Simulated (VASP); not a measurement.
# CaO (dq5) (Fm-3m) in VASP: further runs, part 2 of 2

VASP 6.6.1. Earlier steps stand in the parts before.

## Step 3: Single point, LDA

This run uses another cell than the first one, of 13.04 Å³/atom, 0.997 times its volume.

File INCAR:

```
ALGO = Normal
EDIFF = 1E-6
ENCUT = 520
GGA = CA
ISIF = 2
ISMEAR = 0
LASPH = T
LCHARG = F
LREAL = F
LWAVE = F
NBANDS = 15
NELM = 60
PREC = Accurate
SIGMA = 0.02
```

File KPOINTS:

```
k-points
0
Gamma
  8 8 8
```

File POSCAR:

```
CaO
1.0
    0.0000000000      2.3537266217      2.3537266217
    2.3537266217      0.0000000000      2.3537266217
    2.3537266217      2.3537266217      0.0000000000
Ca O
1 1
Direct
    0.0000000000      0.0000000000      0.0000000000
    0.5000000000      0.5000000000      0.5000000000
```

Potentials or basis: VASP PAW LDA potentials, release 64 (Ca_sv, O).

Run with:

```
> cat potpaw_LDA.64/Ca_sv/POTCAR potpaw_LDA.64/O/POTCAR > POTCAR
> mpirun -np 1 vasp_std > vasp.out
```

OUTCAR:

```text
EDIFF = 1E-6
   ENCUT = 520
   GGA = CA
   ISIF = 2
   ISMEAR = 0
   LASPH = T
   LREAL = F
   NELM = 60
   PREC = Accurate

 ion  position               nearest neighbor table
   1  0.000  0.000  0.000-   2 2.35   2 2.35   2 2.35   2 2.35   2 2.35   2 2.35
   2  0.500  0.500  0.500-   1 2.35   1 2.35   1 2.35   1 2.35   1 2.35   1 2.35

  LATTYP: Found a face centered cubic cell.
 ALAT       =     4.7074532434

  Lattice vectors:

 A1 = (   0.0000000000,   2.3537266217,   2.3537266217)
 A2 = (   2.3537266217,   0.0000000000,   2.3537266217)
 A3 = (   2.3537266217,   2.3537266217,   0.0000000000)

Analysis of symmetry for initial positions (statically):
=====================================================================
 Subroutine PRICEL returns:
 Original cell was already a primitive cell.

 Routine SETGRP: Setting up the symmetry group for a
 face centered cubic supercell.

 Subroutine GETGRP returns: Found 48 space group operations
 (whereof 48 operations were pure point group operations)
 out of a pool of 48 trial point group operations.

The static configuration has the point symmetry O_h .

Analysis of symmetry for dynamics (positions and initial velocities):
=====================================================================
 Subroutine PRICEL returns:
 Original cell was already a primitive cell.

 Routine SETGRP: Setting up the symmetry group for a
 face centered cubic supercell.

 Subroutine GETGRP returns: Found 48 space group operations
 (whereof 48 operations were pure point group operations)
 out of a pool of 48 trial point group operations.

The dynamic configuration has the point symmetry O_h .

 Subroutine INISYM returns: Found 48 space group operations
 (whereof 48 operations are pure point group operations),
 and found     1 'primitive' translations

----------------------------------------------------------------------------------------

                                     Primitive cell

  volume of cell :      26.0794
[... 119 lines left out ...]
   LRPA    =     F    only Hartree local field effects (RPA)
 non-spin polarized calculation
 Gauss-broadening in eV      SIGMA  =   0.02
  energy-cutoff  :      520.00
  volume of cell :       26.08
 maximum number of plane-waves:       725
 NGX is ok and might be reduce to    28
   NGX = 13   NGY = 13   NGZ = 13

 number of electron      15.9999999 magnetization

 Free energy of the ion-electron system (eV)
  ---------------------------------------------------
  ext. energy  EPLUGINS =         0.00000000
  ---------------------------------------------------
  free energy    TOTEN  =       -14.22029834 eV

  energy without entropy =      -14.22029834  energy(sigma->0) =      -14.22029834

 E-fermi :   2.6090     XC(G=0): -11.3392

 val. band max:        2.3883814042   @ k =   0.0000   0.0000   0.0000
 cond. band min:       5.8067653192   @ k =   0.5000   0.5000   0.0000
 fundamental gap:      3.4183839150
 Fermi energy:         2.6089549937

 k-point     1 :       0.0000    0.0000    0.0000
  band No.  band energies     occupation
      1     -34.4346      2.00000
      2     -15.4268      2.00000
      3     -15.4268      2.00000
      4     -15.4268      2.00000
      5     -12.9431      2.00000
      6       2.3884      2.00000
      7       2.3884      2.00000
      8       2.3884      2.00000
      9       7.4731      0.00000
     10       8.6367      0.00000
     11       8.6367      0.00000
     12       8.6367      0.00000
     13      10.3130      0.00000
     14      10.3130      0.00000
[... 401 lines left out ...]
      2     -16.6145      2.00000
      3     -15.7400      2.00000
      4     -15.5897      2.00000
      5     -11.7717      2.00000
      6       0.1856      2.00000
      7       1.1776      2.00000
      8       1.2185      2.00000
      9       9.2692      0.00000
     10       9.3392      0.00000
     11      11.4728      0.00000
     12      11.7807      0.00000
     13      13.1060      0.00000
     14      14.8222      0.00000
     15      16.8782      0.00000

 [... further k-points ...]

------------------------ aborting loop because EDIFF is reached ----------------------------------------

  FORCE on cell =-STRESS in cart. coord.  units (eV):
  Direction    XX          YY          ZZ          XY          YZ          ZX
  --------------------------------------------------------------------------------------
  -------------------------------------------------------------------------------------
  Total        0.1670541      0.1670541      0.1670541      0.0000000      0.0000000      0.0000000
  in kB       10.2628895     10.2628895     10.2628895      0.0000000      0.0000000      0.0000000
  external PRESSURE =      10.2628895 kB  Pullay stress =       0.0000000 kB

 VOLUME and BASIS-vectors are now :
 -----------------------------------------------------------------------------
  energy-cutoff  :      520.00
  volume of cell :       26.08
      direct lattice vectors                 reciprocal lattice vectors
     0.000000000  2.353726622  2.353726622    -0.212429088  0.212429088  0.212429088
     2.353726622  0.000000000  2.353726622     0.212429088 -0.212429088  0.212429088
     2.353726622  2.353726622  0.000000000     0.212429088  0.212429088 -0.212429088

 POSITION                                       TOTAL-FORCE (eV/Angst)
 -----------------------------------------------------------------------------------
      0.00000      0.00000      0.00000        -0.000000      0.000000     -0.000000
      2.35373      2.35373      2.35373         0.000000     -0.000000      0.000000
 -----------------------------------------------------------------------------------
    total drift:                                0.000000      0.000000      0.000000

  FREE ENERGIE OF THE ION-ELECTRON SYSTEM (eV)
  ---------------------------------------------------
  free  energy   TOTEN  =       -14.2202983449 eV

  energy  without entropy=      -14.2202983449  energy(sigma->0) =      -14.22029834
```

OSZICAR:

```text
N       E                     dE             d eps       ncg     rms          rms(c)
DAV:   1     0.126486894943E+03    0.12649E+03   -0.85809E+03   870   0.111E+03
DAV:   2    -0.106401506997E+02   -0.13713E+03   -0.12835E+03  1066   0.299E+02
DAV:   3    -0.158028406691E+02   -0.51627E+01   -0.51230E+01  1024   0.598E+01
DAV:   4    -0.159365173368E+02   -0.13368E+00   -0.13362E+00  1180   0.887E+00
DAV:   5    -0.159386085060E+02   -0.20912E-02   -0.20910E-02  1018   0.939E-01    0.847E+00
DAV:   6    -0.143628137138E+02    0.15758E+01   -0.47026E+00   955   0.218E+01    0.358E+00
DAV:   7    -0.142554969064E+02    0.10732E+00   -0.39430E-01  1010   0.673E+00    0.179E+00
DAV:   8    -0.142211562264E+02    0.34341E-01   -0.76920E-02  1115   0.285E+00    0.360E-01
DAV:   9    -0.142201888496E+02    0.96738E-03   -0.39401E-03   962   0.507E-01    0.915E-02
DAV:  10    -0.142203106480E+02   -0.12180E-03   -0.24342E-04  1170   0.143E-01    0.275E-02
DAV:  11    -0.142202994860E+02    0.11162E-04   -0.19333E-05  1151   0.524E-02    0.919E-03
DAV:  12    -0.142202984240E+02    0.10620E-05   -0.37049E-06  1024   0.225E-02    0.248E-03
DAV:  13    -0.142202983449E+02    0.79020E-07   -0.28717E-07   582   0.584E-03
   1 F= -.14220298E+02 E0= -.14220298E+02  d E =-.991461E-57
```

stdout:

```text
POSCAR found type information on POSCAR CaO
 POSCAR found :  2 types and       2 ions
 scaLAPACK will be used
 LDA part: xc-table for (Slater(with rela. corr.)+CA(PZ))
 , standard interpolation
 POSCAR, INCAR and KPOINTS ok, starting setup
 FFT: planning ... GRIDC
 FFT: planning ... GRID_SOFT
 FFT: planning ... GRID
 WAVECAR not read
 entering main loop
```

Wall time 15 s (1 thread of Intel Xeon 8259CL, shared host); peak memory 0.14 GiB.

What came out:

```
Free energy            : -14.2203 eV
Pressure               : 1.0 GPa
Band gap on the k mesh : 3.42 eV, indirect (least direct gap 3.78 eV)
```

Levels at points of the mesh, in eV from the valence-band top:
```
           k point  band 6  band 7  band 8  band 9  band 10  band 11
(0.00, 0.00, 0.00)    0.00    0.00    0.00    5.08     6.25     6.25
(0.50, 0.00, 0.00)   -2.86   -1.36   -1.36    7.24     8.64     8.64
(0.50, 0.50, 0.00)   -1.27   -0.36   -0.36    3.42     8.49     9.23
```

A k mesh can miss the band edges. A hybrid or GW would open this gap; LDA tends to underestimate it.

## Step 4: Relaxation of cell and atoms, LDA

File INCAR:

```
PREC = Accurate
ENCUT = 600
EDIFF = 1E-7
ISMEAR = 0
SIGMA = 0.02
LREAL = False
LASPH = True
NELM = 60
ALGO = Normal
ISIF = 3
LWAVE = False
LCHARG = False
IBRION = 2
NSW = 100
EDIFFG = -0.002
```

File KPOINTS:

```
regular mesh
0
Gamma
  8 8 8
```

File POSCAR:

```
CaO
1.0
    0.0000000000      2.3557358111      2.3557358111
    2.3557358111      0.0000000000      2.3557358111
    2.3557358111      2.3557358111      0.0000000000
Ca O
1 1
Direct
    0.0000000000      0.0000000000      0.0000000000
    0.5000000000      0.5000000000      0.5000000000
```

Potentials or basis: VASP PAW LDA potentials, release 64 (Ca_sv, O).

Run with:

```
> cat potpaw_LDA.64/Ca_sv/POTCAR potpaw_LDA.64/O/POTCAR > POTCAR
> mpirun -np 1 vasp_std > vasp.out
```

OUTCAR:

```text
PREC = Accurate
   ENCUT = 600
   EDIFF = 1E-7
   ISMEAR = 0
   LREAL = False
   LASPH = True
   NELM = 60
   ISIF = 3
   IBRION = 2
   NSW = 100
   EDIFFG = -0.002

 ion  position               nearest neighbor table
   1  0.000  0.000  0.000-   2 2.36   2 2.36   2 2.36   2 2.36   2 2.36   2 2.36
   2  0.500  0.500  0.500-   1 2.36   1 2.36   1 2.36   1 2.36   1 2.36   1 2.36

  LATTYP: Found a face centered cubic cell.
 ALAT       =     4.7114716222

  Lattice vectors:

 A1 = (   0.0000000000,   2.3557358111,   2.3557358111)
 A2 = (   2.3557358111,   0.0000000000,   2.3557358111)
 A3 = (   2.3557358111,   2.3557358111,   0.0000000000)

Analysis of symmetry for initial positions (statically):
=====================================================================
 Subroutine PRICEL returns:
 Original cell was already a primitive cell.

 Routine SETGRP: Setting up the symmetry group for a
 face centered cubic supercell.

 Subroutine GETGRP returns: Found 48 space group operations
 (whereof 48 operations were pure point group operations)
 out of a pool of 48 trial point group operations.

The static configuration has the point symmetry O_h .

Analysis of symmetry for dynamics (positions and initial velocities):
=====================================================================
 Subroutine PRICEL returns:
 Original cell was already a primitive cell.

 Routine SETGRP: Setting up the symmetry group for a
 face centered cubic supercell.

 Subroutine GETGRP returns: Found 48 space group operations
 (whereof 48 operations were pure point group operations)
 out of a pool of 48 trial point group operations.

The dynamic configuration has the point symmetry O_h .

 Subroutine INISYM returns: Found 48 space group operations
 (whereof 48 operations are pure point group operations),
 and found     1 'primitive' translations

[... 125 lines left out ...]
 conjugate gradient relaxation of ions
 non-spin polarized calculation
 Gauss-broadening in eV      SIGMA  =   0.02
  energy-cutoff  :      600.00
  volume of cell :       26.15
 maximum number of plane-waves:       893
   NGX = 13   NGY = 13   NGZ = 13

--------------------------------------- Ionic step        1  -------------------------------------------

 number of electron      15.9999999 magnetization

 Free energy of the ion-electron system (eV)
  ---------------------------------------------------
  ext. energy  EPLUGINS =         0.00000000
  ---------------------------------------------------
  free energy    TOTEN  =       -14.22341255 eV

  energy without entropy =      -14.22341255  energy(sigma->0) =      -14.22341255

------------------------ aborting loop because EDIFF is reached ----------------------------------------

  FORCE on cell =-STRESS in cart. coord.  units (eV):
  Direction    XX          YY          ZZ          XY          YZ          ZX
  --------------------------------------------------------------------------------------
  -------------------------------------------------------------------------------------
  Total        0.0878846      0.0878846      0.0878846      0.0000000      0.0000000      0.0000000
  in kB        5.3853481      5.3853481      5.3853481      0.0000000      0.0000000      0.0000000
  external PRESSURE =       5.3853481 kB  Pullay stress =       0.0000000 kB
[... 59 lines left out ...]
--------------------------------------- Ionic step        3  -------------------------------------------

 number of electron      15.9999998 magnetization

 Free energy of the ion-electron system (eV)
  ---------------------------------------------------
  ext. energy  EPLUGINS =         0.00000000
  ---------------------------------------------------
  free energy    TOTEN  =       -14.22359199 eV

  energy without entropy =      -14.22359199  energy(sigma->0) =      -14.22359199

 E-fermi :   2.4751     XC(G=0): -11.3056

 val. band max:        2.3452786133   @ k =   0.0000   0.0000   0.0000
 cond. band min:       5.7705034966   @ k =   0.5000   0.5000   0.0000
 fundamental gap:      3.4252248833
 Fermi energy:         2.4750700495

 k-point     1 :       0.0000    0.0000    0.0000
  band No.  band energies     occupation
      1     -34.5009      2.00000
      2     -15.5000      2.00000
      3     -15.5000      2.00000
      4     -15.5000      2.00000
      5     -12.9724      2.00000
      6       2.3453      2.00000
      7       2.3453      2.00000
      8       2.3453      2.00000
      9       7.3734      0.00000
     10       8.5806      0.00000
     11       8.5806      0.00000
     12       8.5806      0.00000
[... 331 lines left out ...]
 k-point    24 :      -0.3750    0.2500    0.1250
  band No.  band energies     occupation
      1     -34.3359      2.00000
      2     -16.6577      2.00000
      3     -15.8064      2.00000
      4     -15.6595      2.00000
      5     -11.8252      2.00000
      6       0.1536      2.00000
      7       1.1413      2.00000
      8       1.1857      2.00000
      9       9.2017      0.00000
     10       9.2717      0.00000
     11      11.3918      0.00000
     12      11.6858      0.00000

 [... further k-points ...]
[... 5 lines left out ...]
  --------------------------------------------------------------------------------------
  -------------------------------------------------------------------------------------
  Total        0.0000719      0.0000719      0.0000719      0.0000000      0.0000000      0.0000000
  in kB        0.0043898      0.0043898      0.0043898      0.0000000      0.0000000      0.0000000
  external PRESSURE =       0.0043898 kB  Pullay stress =       0.0000000 kB
[... 17 lines left out ...]
  FREE ENERGIE OF THE ION-ELECTRON SYSTEM (eV)
  ---------------------------------------------------
  free  energy   TOTEN  =       -14.2235919896 eV

  energy  without entropy=      -14.2235919896  energy(sigma->0) =      -14.22359199

 reached required accuracy - stopping structural energy minimisation
```

OSZICAR:

```text
N       E                     dE             d eps       ncg     rms          rms(c)
DAV:   1     0.143796739668E+03    0.14380E+03   -0.97269E+03   696   0.156E+03
DAV:   2    -0.892588513212E+01   -0.15272E+03   -0.14423E+03   824   0.361E+02
DAV:   3    -0.157406922586E+02   -0.68148E+01   -0.67645E+01   892   0.799E+01
[... 26 lines left out ...]
DAV:   4    -0.142235872373E+02    0.94256E-05   -0.81901E-05  1080   0.846E-02    0.795E-03
DAV:   5    -0.142235877773E+02   -0.53998E-06   -0.74137E-07   868   0.103E-02    0.730E-03
DAV:   6    -0.142235917286E+02   -0.39513E-05   -0.49689E-06  1112   0.139E-02    0.299E-03
DAV:   7    -0.142235920040E+02   -0.27548E-06   -0.42078E-07  1052   0.606E-03    0.612E-04
DAV:   8    -0.142235919896E+02    0.14480E-07   -0.11156E-08   376   0.106E-03
   3 F= -.14223592E+02 E0= -.14223592E+02  d E =-.179435E-03
```

CONTCAR:

```text
CaO
   1.00000000000000
     0.0000000000000000    2.3589667934943779    2.3589667934943779
     2.3589667934943779   -0.0000000000000000    2.3589667934943779
     2.3589667934943779    2.3589667934943779    0.0000000000000000
  Ca              O
     1     1
Direct
     0.0000000000000000    0.0000000000000000    0.0000000000000000
     0.5000000000000000    0.5000000000000000    0.5000000000000000

  0.00000000E+00  0.00000000E+00  0.00000000E+00
  0.00000000E+00  0.00000000E+00  0.00000000E+00
```

Run time: 33 s. Hardware: 1 thread of Intel Xeon 8259CL, shared host; peak memory 0.15 GiB.

Results:

```yaml
Free_energy: -14.2236 eV
Relaxed_volume: 13.13 Å³/atom
Relaxed_cell: a = 3.336 Å, b = 3.336 Å, c = 3.336 Å, α = 60.00°, β = 60.00°, γ = 60.00°
Space_group_after_relaxing_to_0.05_Å: Fm-3m (No. 225)
Energy_gained_by_relaxing: 0.1 meV/atom
Ionic_steps: 3
Pressure_after_relaxing: 0.0 GPa
Band_gap_on_the_k_mesh: 3.43 eV, indirect (least direct gap 3.79 eV)
```

The path:
```csv
step,energy change (eV),largest force (eV/Å),pressure (GPa),volume (Å³)
1,0.0000,0.0000,0.54,26.15
2,-0.0001,0.0000,-0.29,26.31
3,-0.0002,0.0000,0.00,26.25
```

Final structure:
```cif
data_structure
_symmetry_space_group_name_H-M 'P 1'
_symmetry_Int_Tables_number 1
_cell_length_a 3.3361
_cell_length_b 3.3361
_cell_length_c 3.3361
_cell_angle_alpha 60.000
_cell_angle_beta 60.000
_cell_angle_gamma 60.000
_cell_volume 26.25
loop_
_atom_site_label
_atom_site_type_symbol
_atom_site_fract_x
_atom_site_fract_y
_atom_site_fract_z
_atom_site_occupancy
Ca1 Ca 0.00000 0.00000 0.00000 1
O1 O 0.50000 0.50000 0.50000 1
```

## Step 5: Summary

```csv
task,cell,cutoff (eV),smearing,gap on the mesh (eV),pressure (GPa)
single point,"a = 3.332 Å, angles 60.0°, 2 atoms",520,gaussian 0.1 eV,3.42,0.7
single point,"a = 3.329 Å, angles 60.0°, 2 atoms",520,gaussian 0.02 eV,3.42,1.0
relaxation of cell and atoms,"relaxed from a = 3.332 Å, angles 60.0°, 2 atoms",600,gaussian 0.02 eV,3.43,0.0
```

Alike in all rows: level LDA; potentials or basis VASP PAW LDA potentials, release 64 (Ca_sv, O); no spin polarisation; k mesh 8 × 8 × 8.

Absolute energies hang on the potentials; compare differences alone.
